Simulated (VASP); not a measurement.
# BiTe (Fm-3m) in VASP: vibrations by perturbation theory with LDA

Aim: the vibrations by perturbation theory of BiTe with LDA.

All numbers are computed with VASP 6.6.1; they aren't measurements. Logs are shortened: lines on timing, memory, paths and dates and some standing lists are left out, and cuts for length are marked.

## Step 1: The cell of the first run

The structure is cubic, space group Fm-3m (No. 225). Conventional cell: a = 6.354 Å, b = 6.354 Å, c = 6.354 Å, α = 90.00°, β = 90.00°, γ = 90.00°. Bi (site symmetry m-3m) has 6 Te at 3.18 Å within 4.2 Å. Te (site symmetry m-3m) has 6 Bi at 3.18 Å within 4.2 Å.

## Step 2: Vibrations by perturbation theory, LDA

INCAR reads:

```
PREC     = Accurate       # precision mode
ENCUT    = 520            # plane-wave cutoff, eV
EDIFF    = 1E-8           # SCF threshold, eV
ISMEAR   = -1             # smearing method
SIGMA    = 0.15           # smearing width, eV
LREAL    = False          # projectors in reciprocal space
LASPH    = True           # aspherical terms in the spheres
NELM     = 80             # most SCF steps
ALGO     = Normal         # electronic algorithm
ISIF     = 2              # what is computed and relaxed
LWAVE    = False          # write WAVECAR
LCHARG   = True           # write CHGCAR
GGA      = CA             # functional
IBRION   = 8              # ionic algorithm
NSW      = 1              # ionic steps
```

KPOINTS reads:

```
regular mesh
0
Gamma
  12 12 12
```

POSCAR reads:

```
BiTe
1.0
    0.0000000000      3.1772293002      3.1772293002
    3.1772293002      0.0000000000      3.1772293002
    3.1772293002      3.1772293002      0.0000000000
Bi Te
1 1
Direct
    0.0000000000      0.0000000000      0.0000000000
    0.5000000000      0.5000000000      0.5000000000
```

Potentials or basis: VASP PAW LDA potentials, release 64 (Bi_d, Te).

Run with:

```sh
> cat potpaw_LDA.64/Bi_d/POTCAR potpaw_LDA.64/Te/POTCAR > POTCAR
> mpirun -np 1 vasp_std > vasp.out
```

OUTCAR:

```text
PREC = Accurate
   ENCUT = 520
   EDIFF = 1E-8
   ISMEAR = -1
   LREAL = False
   LASPH = True
   NELM = 80
   ISIF = 2
   GGA = CA
   IBRION = 8
   NSW = 1

 ion  position               nearest neighbor table
   1  0.000  0.000  0.000-   2 3.18   2 3.18   2 3.18   2 3.18   2 3.18   2 3.18
   2  0.500  0.500  0.500-   1 3.18   1 3.18   1 3.18   1 3.18   1 3.18   1 3.18

  LATTYP: Found a face centered cubic cell.
 ALAT       =     6.3544586004

  Lattice vectors:

 A1 = (   0.0000000000,   3.1772293002,   3.1772293002)
 A2 = (   3.1772293002,   0.0000000000,   3.1772293002)
 A3 = (   3.1772293002,   3.1772293002,   0.0000000000)

Analysis of symmetry for initial positions (statically):
=====================================================================
 Subroutine PRICEL returns:
 Original cell was already a primitive cell.

 Routine SETGRP: Setting up the symmetry group for a
 face centered cubic supercell.

 Subroutine GETGRP returns: Found 48 space group operations
 (whereof 48 operations were pure point group operations)
 out of a pool of 48 trial point group operations.

The static configuration has the point symmetry O_h .

Analysis of symmetry for dynamics (positions and initial velocities):
=====================================================================
 Subroutine PRICEL returns:
 Original cell was already a primitive cell.

 Routine SETGRP: Setting up the symmetry group for a
 face centered cubic supercell.

 Subroutine GETGRP returns: Found 48 space group operations
 (whereof 48 operations were pure point group operations)
 out of a pool of 48 trial point group operations.

The dynamic configuration has the point symmetry O_h .

 Subroutine INISYM returns: Found 48 space group operations
 (whereof 48 operations are pure point group operations),
 and found     1 'primitive' translations

----------------------------------------------------------------------------------------

                                     Primitive cell

  volume of cell :      64.1469

  direct lattice vectors                    reciprocal lattice vectors
     0.000000000  3.177229300  3.177229300    -0.157369819  0.157369819  0.157369819
     3.177229300  0.000000000  3.177229300     0.157369819 -0.157369819  0.157369819
     3.177229300  3.177229300  0.000000000     0.157369819  0.157369819 -0.157369819

  length of vectors
     4.493280767  4.493280767  4.493280767     0.272572522  0.272572522  0.272572522

  position of ions in fractional coordinates (direct lattice)
     0.000000000  0.000000000  0.000000000
     0.500000000  0.500000000  0.500000000

  ion indices of the primitive-cell ions
   primitive index   ion index
                 1           1
                 2           2

----------------------------------------------------------------------------------------

 KPOINTS: regular mesh

Automatic generation of k-mesh.
 Grid dimensions read from file:
 generate k-points for:   12   12   12

 Generating k-lattice:

  Cartesian coordinates                     Fractional coordinates (reciprocal lattice)
    -0.013114152  0.013114152  0.013114152     0.083333333  0.000000000  0.000000000
     0.013114152 -0.013114152  0.013114152     0.000000000  0.083333333  0.000000000
     0.013114152  0.013114152 -0.013114152     0.000000000  0.000000000  0.083333333

  Length of vectors
     0.022714377  0.022714377  0.022714377

  Shift w.r.t. Gamma in fractional coordinates (k-lattice)
     0.000000000  0.000000000  0.000000000

 Subroutine IBZKPT returns following result:
 ===========================================
[... 85 lines left out ...]

--------------------------------------- Ionic step        1  -------------------------------------------

 number of electron      21.0000002 magnetization

 Free energy of the ion-electron system (eV)
  ---------------------------------------------------
  ext. energy  EPLUGINS =         0.00000000
  ---------------------------------------------------
  free energy    TOTEN  =        -8.57001245 eV

  energy without entropy =       -8.47355464  energy(sigma->0) =       -8.52178355

 E-fermi :   7.1142     XC(G=0):  -9.9129

 val. band max:        7.1017075861   @ k =   0.3333   0.0000   0.0000
 cond. band min:       7.1287049035   @ k =  -0.1667   0.2500   0.0833
 fundamental gap:      0.0269973174
 Fermi energy:         7.1142322232

 k-point     1 :       0.0000    0.0000    0.0000
  band No.  band energies     occupation
      1     -15.9945      2.00000
      2     -15.9945      2.00000
      3     -15.9837      2.00000
      4     -15.9837      2.00000
      5     -15.9837      2.00000
      6      -6.8039      2.00000
      7      -0.8487      2.00000
      8       4.4445      2.00000
      9       4.4445      2.00000
     10       4.4445      2.00000
     11       9.3480      0.00000
     12       9.3480      0.00000
     13       9.3480      0.00000
     14      11.7158      0.00000
[... 377 lines left out ...]
      1     -16.0023      2.00000
      2     -15.9984      2.00000
      3     -15.9803      2.00000
      4     -15.9764      2.00000
      5     -15.9748      2.00000
      6      -4.6624      2.00000
      7      -4.1382      2.00000
      8       3.0617      2.00000
      9       4.4474      2.00000
     10       4.6077      2.00000
     11       7.3018      0.44527
     12       7.3531      0.33806
     13       9.1354      0.00000
     14      13.2540      0.00000

 [... further k-points ...]

------------------------ aborting loop because EDIFF is reached ----------------------------------------

  FORCE on cell =-STRESS in cart. coord.  units (eV):
  Direction    XX          YY          ZZ          XY          YZ          ZX
  --------------------------------------------------------------------------------------
  -------------------------------------------------------------------------------------
  Total        0.0357553      0.0357553      0.0357553      0.0000000      0.0000000     -0.0000000
  in kB        0.8930496      0.8930496      0.8930496      0.0000000      0.0000000     -0.0000000
  external PRESSURE =       0.8930496 kB  Pullay stress =       0.0000000 kB

 VOLUME and BASIS-vectors are now :
 -----------------------------------------------------------------------------
  energy-cutoff  :      520.00
  volume of cell :       64.15
      direct lattice vectors                 reciprocal lattice vectors
     0.000000000  3.177229300  3.177229300    -0.157369819  0.157369819  0.157369819
     3.177229300  0.000000000  3.177229300     0.157369819 -0.157369819  0.157369819
     3.177229300  3.177229300  0.000000000     0.157369819  0.157369819 -0.157369819

 POSITION                                       TOTAL-FORCE (eV/Angst)
 -----------------------------------------------------------------------------------
      0.00000      0.00000      0.00000         0.000000      0.000000      0.000000
      3.17723      3.17723      3.17723        -0.000000     -0.000000     -0.000000
 -----------------------------------------------------------------------------------
    total drift:                               -0.000000      0.000000      0.000000

  FREE ENERGIE OF THE ION-ELECTRON SYSTEM (eV)
  ---------------------------------------------------
  free  energy   TOTEN  =        -8.5700124545 eV

  energy  without entropy=       -8.4735546385  energy(sigma->0) =       -8.52178355

[... ionic steps 2 to 3 ...]

--------------------------------------- Ionic step        4  -------------------------------------------

------------------------ aborting loop because EDIFF is reached ----------------------------------------

[... ionic steps 5 to 6 ...]

--------------------------------------- Ionic step        7  -------------------------------------------

 Free energy of the ion-electron system (eV)
  ---------------------------------------------------
  ---------------------------------------------------
  free energy    TOTEN  =        -0.04735846 eV

  energy without entropy =       -0.04735848

------------------------ aborting loop because EDIFF is reached ----------------------------------------

 INTERNAL STRAIN TENSOR  FOR ION    2  DIRECTION 1   (eV/Angst):
 -----------------------------------------------------------------------------
     0.00979  0.00000 -0.00000
     0.00000  0.00903  0.00000
     0.00000  0.00000  0.00903

 INTERNAL STRAIN TENSOR FOR ION    2 for displacements in x,y,z  (eV/Angst):
          X           Y           Z          XY          YZ          ZX
  --------------------------------------------------------------------------------
  x     0.00000     0.00000     0.00000     0.00000     0.00000     0.00000
  y     0.00000     0.00000     0.00000     0.00000     0.00000     0.00000
  z     0.00000     0.00000     0.00000     0.00000     0.00000     0.00000

 SECOND DERIVATIVES (NOT SYMMETRIZED)
 ------------------------------------
               1X          1Y          1Z          2X          2Y          2Z
  1X    -2.997344    0.000000    0.000000    2.997344    0.000000    0.000000
  1Y     0.000000   -2.997344    0.000000    0.000000    2.997344    0.000000
  1Z     0.000000    0.000000   -2.997344    0.000000    0.000000    2.997344
  2X     3.006177    0.000000    0.000000   -3.006177    0.000000    0.000000
  2Y     0.000000    3.006177    0.000000    0.000000   -3.006177    0.000000
  2Z     0.000000    0.000000    3.006177    0.000000    0.000000   -3.006177

 Eigenvectors and eigenvalues of the dynamical matrix
 ----------------------------------------------------

   1 f  =    3.043565 THz    19.123281 2PiTHz  101.522392 cm-1    12.587167 meV
             X         Y         Z           dx          dy          dz
      0.000000  0.000000  0.000000     0.000000   -0.615155   -0.000000
      3.177229  3.177229  3.177229    -0.000000    0.788407   -0.000000
[... 21 lines left out ...]
   6 f/i=    0.002172 THz     0.013647 2PiTHz    0.072447 cm-1     0.008982 meV
             X         Y         Z           dx          dy          dz
      0.000000  0.000000  0.000000     0.778550    0.100706    0.072820
      3.177229  3.177229  3.177229     0.607464    0.078576    0.056817

--------------------------------------------------------------------------------------------------------

 ELASTIC MODULI CONTR FROM IONIC RELAXATION (kBar)
 Direction    XX          YY          ZZ          XY          YZ          ZX
 --------------------------------------------------------------------------------
 XX           0.0000      0.0000      0.0000      0.0000      0.0000      0.0000
 YY           0.0000      0.0000      0.0000      0.0000      0.0000      0.0000
 ZZ           0.0000      0.0000      0.0000      0.0000      0.0000      0.0000
 XY           0.0000      0.0000      0.0000      0.0000      0.0000      0.0000
 YZ           0.0000      0.0000      0.0000      0.0000      0.0000      0.0000
 ZX           0.0000      0.0000      0.0000      0.0000      0.0000      0.0000
 --------------------------------------------------------------------------------
```

Wall time 11 min (1 thread of Intel Xeon 8259CL, shared host); peak memory 0.47 GiB.

Results:

- Highest phonon frequency at Γ, LO-TO splitting left out: 102 cm⁻¹

Phonon frequencies in cm⁻¹ (negative: imaginary):
```
              q point        frequencies
(0.000, 0.000, 0.000)  0 0 0 102 102 102
```

Caveat: spin-orbit coupling is left out, which moves the levels of the heavy elements.
